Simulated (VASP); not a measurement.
# LiF (F-43m) in VASP: further runs

Runs on LiF. Level: PBE. Tasks: single point.

All numbers are computed with VASP 6.6.1; they aren't measurements. Logs are shortened: lines on timing, memory, paths and dates and some standing lists are left out, and cuts for length are marked.

### Step 1. The cell of the first run

The structure is cubic, space group F-43m (No. 216). The conventional cell has a = 4.360 Å, b = 4.360 Å, c = 4.360 Å, α = 90.00°, β = 90.00°, γ = 90.00°. Within 2.5 Å of Li (site symmetry -43m) lie 4 F at 1.89 Å. F (site symmetry -43m) has 4 Li at 1.89 Å within 2.5 Å.

### Step 2. Single point, PBE (volume changed by +5%)

Input file INCAR:

```
ALGO = Normal ; EDIFF = 1E-7
ENCUT = 520 ; GGA = PE
ISIF = 2 ; ISMEAR = 0
LASPH = T ; LCHARG = F
LREAL = F ; LWAVE = F
NBANDS = 12 ; NELM = 60
PREC = Accurate ; SIGMA = 0.01
```

Input file KPOINTS:

```
k-points
0
Gamma
  6 6 6
```

Input file POSCAR:

```
LiF
1.0
    0.0000000000      2.1797744269      2.1797744269
    2.1797744269      0.0000000000      2.1797744269
    2.1797744269      2.1797744269      0.0000000000
Li F
1 1
Direct
    0.0000000000      0.0000000000      0.0000000000
    0.2500000000      0.2500000000      0.2500000000
```

Potentials or basis: VASP PAW PBE potentials, release 64 (Li_sv, F).

Started as:

```bash
$ cat potpaw_PBE.64/Li_sv/POTCAR potpaw_PBE.64/F/POTCAR > POTCAR
$ mpirun -np 1 vasp_std > vasp.out
```

OUTCAR:

```text
EDIFF = 1E-7
   ENCUT = 520
   GGA = PE
   ISIF = 2
   ISMEAR = 0
   LASPH = T
   LREAL = F
   NELM = 60
   PREC = Accurate

 ion  position               nearest neighbor table
   1  0.000  0.000  0.000-   2 1.89   2 1.89   2 1.89   2 1.89
   2  0.250  0.250  0.250-   1 1.89   1 1.89   1 1.89   1 1.89

  LATTYP: Found a face centered cubic cell.
 ALAT       =     4.3595488538

  Lattice vectors:

 A1 = (   0.0000000000,   2.1797744269,   2.1797744269)
 A2 = (   2.1797744269,   0.0000000000,   2.1797744269)
 A3 = (   2.1797744269,   2.1797744269,   0.0000000000)

Analysis of symmetry for initial positions (statically):
=====================================================================
 Subroutine PRICEL returns:
 Original cell was already a primitive cell.

 Routine SETGRP: Setting up the symmetry group for a
 face centered cubic supercell.

 Subroutine GETGRP returns: Found 24 space group operations
 (whereof 24 operations were pure point group operations)
 out of a pool of 48 trial point group operations.

The static configuration has the point symmetry T_d .

Analysis of symmetry for dynamics (positions and initial velocities):
=====================================================================
 Subroutine PRICEL returns:
 Original cell was already a primitive cell.

 Routine SETGRP: Setting up the symmetry group for a
 face centered cubic supercell.

 Subroutine GETGRP returns: Found 24 space group operations
 (whereof 24 operations were pure point group operations)
 out of a pool of 48 trial point group operations.

The dynamic configuration has the point symmetry T_d .

 Subroutine INISYM returns: Found 24 space group operations
 (whereof 24 operations are pure point group operations),
 and found     1 'primitive' translations

----------------------------------------------------------------------------------------

                                     Primitive cell

  volume of cell :      20.7140

  direct lattice vectors                    reciprocal lattice vectors
     0.000000000  2.179774427  2.179774427    -0.229381533  0.229381533  0.229381533
     2.179774427  0.000000000  2.179774427     0.229381533 -0.229381533  0.229381533
     2.179774427  2.179774427  0.000000000     0.229381533  0.229381533 -0.229381533

  length of vectors
     3.082666557  3.082666557  3.082666557     0.397300470  0.397300470  0.397300470

  position of ions in fractional coordinates (direct lattice)
     0.000000000  0.000000000  0.000000000
     0.250000000  0.250000000  0.250000000

  ion indices of the primitive-cell ions
   primitive index   ion index
                 1           1
                 2           2

----------------------------------------------------------------------------------------

 KPOINTS: k-points

Automatic generation of k-mesh.
 Grid dimensions read from file:
 generate k-points for:    6    6    6

 Generating k-lattice:

  Cartesian coordinates                     Fractional coordinates (reciprocal lattice)
    -0.038230256  0.038230256  0.038230256     0.166666667  0.000000000  0.000000000
     0.038230256 -0.038230256  0.038230256     0.000000000  0.166666667  0.000000000
     0.038230256  0.038230256 -0.038230256     0.000000000  0.000000000  0.166666667

  Length of vectors
     0.066216745  0.066216745  0.066216745

  Shift w.r.t. Gamma in fractional coordinates (k-lattice)
     0.000000000  0.000000000  0.000000000

 Subroutine IBZKPT returns following result:
 ===========================================

 Found     16 irreducible k-points:

 Following reciprocal coordinates:
            Coordinates               Weight
  0.000000  0.000000  0.000000      1.000000
  0.166667  0.000000  0.000000      8.000000
  0.333333  0.000000  0.000000      8.000000
  0.500000  0.000000  0.000000      4.000000
  0.166667  0.166667  0.000000      6.000000
  0.333333  0.166667  0.000000     24.000000
[... 8 lines left out ...]
 -0.333333  0.333333  0.166667     24.000000
 -0.333333  0.500000  0.166667     12.000000
   k-points           NKPTS =     16   k-points in BZ     NKDIM =     16   number of bands    NBANDS=     12
   number of dos      NEDOS =    301   number of ions     NIONS =      2
   total plane-waves  NPLWV =  13824
   dimension x,y,z NGX =    24 NGY =   24 NGZ =   24
   dimension x,y,z NGXF=    48 NGYF=   48 NGZF=   48
   ions per type =               1   1
   NGX,Y,Z   is equivalent  to a cutoff of  12.94, 12.94, 12.94 a.u.
   NGXF,Y,Z  is equivalent  to a cutoff of  25.89, 25.89, 25.89 a.u.
 SYSTEM =  unknown system
   PREC   = accura    normal or accurate (medium, high low for compatibility)
   ISTART =      0    job   : 0-new  1-cont  2-samecut
   ICHARG =      2    charge: 1-file 2-atom 10-const
   ISPIN  =      1    spin polarized calculation?
   LNONCOLLINEAR =      F non collinear calculations
   LSORBIT =      F    spin-orbit coupling
   LASPH  =      T    aspherical Exc in radial PAW
   ENCUT  =  520.0 eV  38.22 Ry    6.18 a.u.   5.73  5.73  5.73*2*pi/ulx,y,z
   NELM   =     60;   NELMIN=  2; NELMDL= -5     # of ELM steps
   EDIFF  = 0.1E-06   stopping-criterion for ELM
   LREAL  =      F    real-space projection
   EDIFFG = 0.1E-05   stopping-criterion for IOM
   NSW    =      0    number of steps for IOM
   IBRION =     -1    ionic relax: 0-MD 1-quasi-New 2-CG
   NFREE  =      0    steps in history (QN), initial steepest desc. (CG)
   ISIF   =      2    stress and relaxation
   ISYM   =      2    0-nonsym 1-usesym 2-fastsym
   POTIM  = 0.5000    time-step for ionic-motion
   TEBEG  =    0.0;   TEEND  =   0.0 temperature during run
   PSTRESS=    0.0 pullay stress
   NELECT =      10.0000    total number of electrons
   NUPDOWN=      -1.0000    fix difference up-down
   EMIN   =  10.00;   EMAX   =-10.00  energy-range for DOS
   EFERMI =   0.00;   METHOD = LEGACY
   ISMEAR =     0;   SIGMA  =   0.01  broadening in eV -4-tet -1-fermi 0-gaus
   EFERMI_NEDOS =   21; number of points for ismear=-14 and -15
   IALGO  =     38    algorithm
   IMIX   =      4    mixing-type and parameters
     AMIX     =   0.40;   BMIX     =  1.00
     AMIX_MAG =   1.60;   BMIX_MAG =  1.00
  volume/ion in A,a.u.               =      10.36        69.89
  Fermi-wavevector in a.u.,A,eV,Ry     =   1.284261  2.426901 22.440445  1.649326
  Thomas-Fermi vector in A             =   2.416465
   LORBIT       =      0    0 simple, 1 ext, 2 COOP (PROOUT), +10 PAW based schemes
   GGA     = PE    functional components
   LHFCALC =     F    Hartree Fock is set to
   AEXX    =    0.0000 exact exchange contribution
   IVDW    =     0    specifies the selected vdW correction
   LEPSILON=     F    determine dielectric tensor
   LRPA    =     F    only Hartree local field effects (RPA)
 non-spin polarized calculation
 Gauss-broadening in eV      SIGMA  =   0.01
  energy-cutoff  :      520.00
  volume of cell :       20.71
 maximum number of plane-waves:       568
   NGX = 11   NGY = 11   NGZ = 11

 number of electron      10.0000000 magnetization

 number of electron       9.9999990 magnetization

 Free energy of the ion-electron system (eV)
  ---------------------------------------------------
  ext. energy  EPLUGINS =         0.00000000
  ---------------------------------------------------
  free energy    TOTEN  =        -9.62845877 eV

  energy without entropy =       -9.62845877  energy(sigma->0) =       -9.62845877

 E-fermi :  -2.6777     XC(G=0):  -8.6512

 val. band max:       -2.7444256983   @ k =   0.0000   0.0000   0.0000
 cond. band min:       4.9116653536   @ k =   0.0000   0.0000   0.0000
 fundamental gap:      7.6560910520
 Fermi energy:        -2.6777161808

 k-point     1 :       0.0000    0.0000    0.0000
  band No.  band energies     occupation
      1     -43.2218      2.00000
      2     -22.0091      2.00000
      3      -2.7444      2.00000
      4      -2.7444      2.00000
      5      -2.7444      2.00000
      6       4.9117      0.00000
      7      16.3266      0.00000
      8      16.3266      0.00000
      9      16.3267      0.00000
     10      24.7247      0.00000
     11      24.7247      0.00000
     12      24.7247      0.00000

 k-point     2 :       0.1667    0.0000    0.0000
  band No.  band energies     occupation
      1     -43.2142      2.00000
      2     -21.9686      2.00000
      3      -3.2733      2.00000
      4      -2.8073      2.00000
      5      -2.8073      2.00000
      6       5.6544      0.00000
      7      15.5867      0.00000
      8      16.4245      0.00000
      9      16.4245      0.00000
     10      22.8521      0.00000
     11      22.8521      0.00000
     12      23.0111      0.00000

 k-point     3 :       0.3333    0.0000    0.0000
  band No.  band energies     occupation
      1     -43.1990      2.00000
      2     -21.8838      2.00000
      3      -4.2000      2.00000
      4      -2.9285      2.00000
      5      -2.9285      2.00000
      6       7.4319      0.00000
      7      13.4371      0.00000
      8      16.2280      0.00000
      9      16.2280      0.00000
     10      22.6535      0.00000
     11      22.6535      0.00000
     12      22.9897      0.00000
[... 166 lines left out ...]
 k-point    15 :      -0.3333    0.3333    0.1667
  band No.  band energies     occupation
      1     -43.1838      2.00000
      2     -21.7993      2.00000
      3      -4.2721      2.00000
      4      -3.5146      2.00000
      5      -3.2938      2.00000
      6       9.2901      0.00000
      7      11.6269      0.00000
      8      14.8115      0.00000
      9      16.6186      0.00000
     10      19.7374      0.00000
     11      24.5680      0.00000
     12      26.7000      0.00000

 k-point    16 :      -0.3333    0.5000    0.1667
  band No.  band energies     occupation
      1     -43.1813      2.00000
      2     -21.7868      2.00000
      3      -4.0943      2.00000
      4      -3.6087      2.00000
      5      -3.4844      2.00000
      6       8.7024      0.00000
      7      12.5692      0.00000
      8      14.2746      0.00000
      9      16.7033      0.00000
     10      19.1920      0.00000
     11      25.3244      0.00000
     12      26.6918      0.00000

------------------------ aborting loop because EDIFF is reached ----------------------------------------

  FORCE on cell =-STRESS in cart. coord.  units (eV):
  Direction    XX          YY          ZZ          XY          YZ          ZX
  --------------------------------------------------------------------------------------
  -------------------------------------------------------------------------------------
  Total       -0.0034526     -0.0034526     -0.0034526     -0.0000000     -0.0000000      0.0000000
  in kB       -0.2670535     -0.2670535     -0.2670535     -0.0000000     -0.0000000      0.0000000
  external PRESSURE =      -0.2670535 kB  Pullay stress =       0.0000000 kB

 VOLUME and BASIS-vectors are now :
 -----------------------------------------------------------------------------
  energy-cutoff  :      520.00
  volume of cell :       20.71
      direct lattice vectors                 reciprocal lattice vectors
     0.000000000  2.179774427  2.179774427    -0.229381533  0.229381533  0.229381533
     2.179774427  0.000000000  2.179774427     0.229381533 -0.229381533  0.229381533
     2.179774427  2.179774427  0.000000000     0.229381533  0.229381533 -0.229381533

 POSITION                                       TOTAL-FORCE (eV/Angst)
 -----------------------------------------------------------------------------------
      0.00000      0.00000      0.00000        -0.000000     -0.000000     -0.000000
      1.08989      1.08989      1.08989         0.000000      0.000000      0.000000
 -----------------------------------------------------------------------------------
    total drift:                                0.000000      0.000000      0.000000

  FREE ENERGIE OF THE ION-ELECTRON SYSTEM (eV)
  ---------------------------------------------------
  free  energy   TOTEN  =        -9.6284587716 eV

  energy  without entropy=       -9.6284587716  energy(sigma->0) =       -9.62845877
```

Run time: 4.7 s. Hardware: 1 thread of Intel Xeon 8259CL, shared host; peak memory 0.13 GiB.

What came out:

```
Free energy            : -9.6285 eV
Band gap on the k mesh : 7.66 eV, direct
```

Levels at points of the mesh, in eV from the valence-band top:
```
           k point  band 3  band 4  band 5  band 6  band 7  band 8
(0.00, 0.00, 0.00)    0.00    0.00    0.00    7.66   19.07   19.07
(0.50, 0.00, 0.00)   -1.87   -0.24   -0.24   11.65   14.52   18.73
(0.50, 0.50, 0.00)   -1.33   -0.75   -0.75   10.44   15.61   18.98
```

Caveat: the cutoff is under 1.25 times the usual one of these potentials, so pressure, stress and relaxed cells hold a basis-set (Pulay) error.

### Step 3. Single point, PBE (volume changed by -10%)

Input file INCAR:

```
PREC = Accurate
ENCUT = 520
EDIFF = 1E-6
ISMEAR = 0
SIGMA = 0.01
LREAL = F
LASPH = T
NELM = 100
ALGO = Normal
ISIF = 2
LWAVE = F
LCHARG = F
GGA = PE
NBANDS = 12
```

Input file KPOINTS:

```
Automatic mesh
0
Gamma
  6 6 6
```

Input file POSCAR:

```
LiF
1.0
    0.0000000000      2.0705987934      2.0705987934
    2.0705987934      0.0000000000      2.0705987934
    2.0705987934      2.0705987934      0.0000000000
Li F
1 1
Direct
    0.0000000000      0.0000000000      0.0000000000
    0.2500000000      0.2500000000      0.2500000000
```

Potentials or basis: VASP PAW PBE potentials, release 64 (Li_sv, F).

Started as:

```bash
$ cat potpaw_PBE.64/Li_sv/POTCAR potpaw_PBE.64/F/POTCAR > POTCAR
$ mpirun -np 1 vasp_std > vasp.out
```

Run time: 5.5 s. Hardware: 1 thread of Intel Xeon 8259CL, shared host; peak memory 0.13 GiB.

Results (log left out):

- Free energy: -9.5296 eV
- Band gap on the k mesh: 8.53 eV, direct

Levels at points of the mesh, in eV from the valence-band top:
```tsv
k point	band 1	band 2	band 3	band 4	band 5	band 6	band 7	band 8	band 9	band 10
(0.00, 0.00, 0.00)	-40.07	-19.51	0.00	0.00	0.00	8.53	20.42	20.42	20.42	29.67
(0.50, 0.00, 0.00)	-40.01	-19.30	-2.30	-0.30	-0.30	12.68	16.01	20.03	20.03	27.93
(0.50, 0.50, 0.00)	-39.99	-19.24	-1.59	-0.94	-0.94	10.93	16.79	20.76	20.76	23.29
```

Caveat: the k points lie up to 0.44 Å⁻¹ apart; the cutoff is under 1.25 times the usual one of these potentials, so pressure, stress and relaxed cells hold a basis-set (Pulay) error.

### Step 4. Single point, PBE (volume changed by +10%)

Input file INCAR:

```
ALGO = Normal
EDIFF = 1E-6
ENCUT = 520
GGA = PE
ISIF = 2
ISMEAR = 0
LASPH = True
LCHARG = False
LREAL = False
LWAVE = False
NBANDS = 12
NELM = 60
PREC = Accurate
SIGMA = 0.01
```

Input file KPOINTS:

```
k-points
0
Gamma
  6 6 6
```

Input file POSCAR:

```
LiF
1.0
    0.0000000000      2.2138389045      2.2138389045
    2.2138389045      0.0000000000      2.2138389045
    2.2138389045      2.2138389045      0.0000000000
Li F
1 1
Direct
    0.0000000000      0.0000000000      0.0000000000
    0.2500000000      0.2500000000      0.2500000000
```

Started as:

```bash
$ cat potpaw_PBE.64/Li_sv/POTCAR potpaw_PBE.64/F/POTCAR > POTCAR
$ mpirun -np 1 vasp_std > vasp.out
```

Wall time 5.9 s (1 thread of Intel Xeon 8259CL, shared host); peak memory 0.13 GiB.

Results (log left out):

| Quantity | Value |
| --- | --- |
| Free energy | -9.6235 eV |
| Band gap on the k mesh | 7.42 eV, direct |

Levels at points of the mesh, in eV from the valence-band top:
| k point | band 1 | band 2 | band 3 | band 4 | band 5 | band 6 | band 7 | band 8 | band 9 | band 10 |
| --- | --- | --- | --- | --- | --- | --- | --- | --- | --- | --- |
| (0.00, 0.00, 0.00) | -40.62 | -19.20 | 0.00 | 0.00 | 0.00 | 7.42 | 18.67 | 18.67 | 18.67 | 26.83 |
| (0.50, 0.00, 0.00) | -40.60 | -19.04 | -1.76 | -0.23 | -0.23 | 11.36 | 14.09 | 18.34 | 18.34 | 25.02 |
| (0.50, 0.50, 0.00) | -40.59 | -18.99 | -1.26 | -0.70 | -0.70 | 10.29 | 15.26 | 18.48 | 18.48 | 20.32 |

Caveat: the cutoff is under 1.25 times the usual one of these potentials, so pressure, stress and relaxed cells hold a basis-set (Pulay) error.

### Step 5. The runs side by side

| cell | gap on the mesh (eV) |
| --- | --- |
| a = 3.083 Å, angles 60.0°, 2 atoms | 7.66 |
| a = 2.928 Å, angles 60.0°, 2 atoms | 8.53 |
| a = 3.131 Å, angles 60.0°, 2 atoms | 7.42 |

Alike in all rows: task single point; level PBE; potentials or basis VASP PAW PBE potentials, release 64 (Li_sv, F); no spin polarisation; k mesh 6 × 6 × 6; cutoff (eV) 520; smearing gaussian 0.01 eV.

Caveats: some runs use coarse meshes; the cutoff is under 1.25 times the usual one of these potentials, so pressure, stress and relaxed cells hold a basis-set (Pulay) error.

Total energies depend on the potentials used, so only differences within one code and one set of settings carry meaning.
